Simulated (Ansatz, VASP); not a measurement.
**P in VASP and in Ansatz**

INCAR

```
SYSTEM = P
PREC = Accurate
ENCUT = 600
EDIFF = 1E-6
ISMEAR = 0
SIGMA = 0.1
LREAL = .FALSE.
LASPH = .TRUE.
NELM = 80
ALGO = Normal
ISIF = 3
LWAVE = .FALSE.
LCHARG = .FALSE.
GGA = PE
IBRION = 2
NSW = 100
EDIFFG = -0.01
```

The input KPOINTS:

```
regular mesh
0
G
  22 22 12
  0 0 0
```

POSCAR

```
P
1.0
    2.4550015802      0.0000000000      0.0000000000
    0.0000000000      2.4550015802      0.0000000000
    0.0000000000      0.0000000000      4.8816134239
P
2
Direct
    0.0000000000      0.0000000000      0.7597465831
    0.0000000000      0.0000000000      0.2402534169
```

Input for Ansatz:

```yaml
crystal:
  lattice:
    - [2.4550015802, 0.0, 0.0]
    - [0.0, 2.4550015802, 0.0]
    - [0.0, 0.0, 4.8816134239]
  atoms:
    - { symbol: P, position: [0.0, 0.0, 0.7597465831] }
    - { symbol: P, position: [0.0, 0.0, 0.2402534169] }
basis:
  ecutwfc: 420
kpoints:
  mp_grid: { grid: [22, 22, 12] }
hamiltonian:
  xc: pbe
scf:
  occupations: { method: gaussian, width: 0.1 }
output:
  forces: true
  stress: true
  eigenvalues: true
relax:
  adjacent_minimum: "off"
  f_tol: 0.01
  max_steps: 80
  cell: { stress_tol: 0.05 }
```

Change from the starting cell: the structure that the rattled cell fell into.

Alike in both runs: task relaxation of cell and atoms; functional PBE; k mesh 22 × 22 × 12; occupations gaussian, width 0.1 eV; no spin polarisation.

|  | VASP | Ansatz |
| --- | --- | --- |
| version | VASP 6.6.1 | Ansatz 0.2.0 |
| potentials or method | VASP PAW PBE potentials, release 64 (P), cutoff 600 eV | scalar-relativistic, plane waves, PAW |
| valence electrons in the cell | 10 | 10 |

```csv
,VASP,Ansatz,Ansatz less VASP
"gap on the k mesh at the Fermi level, each at its own relaxed structure (eV)",none,none,-
relaxed volume (Å³/atom),14.58,14.61,+0.031
relaxed length of the cell vector where the two differ most in proportion (Å),2.446,2.447,+0.0017
```

A gap of «none» marks a metal or a gap that the smearing closes.
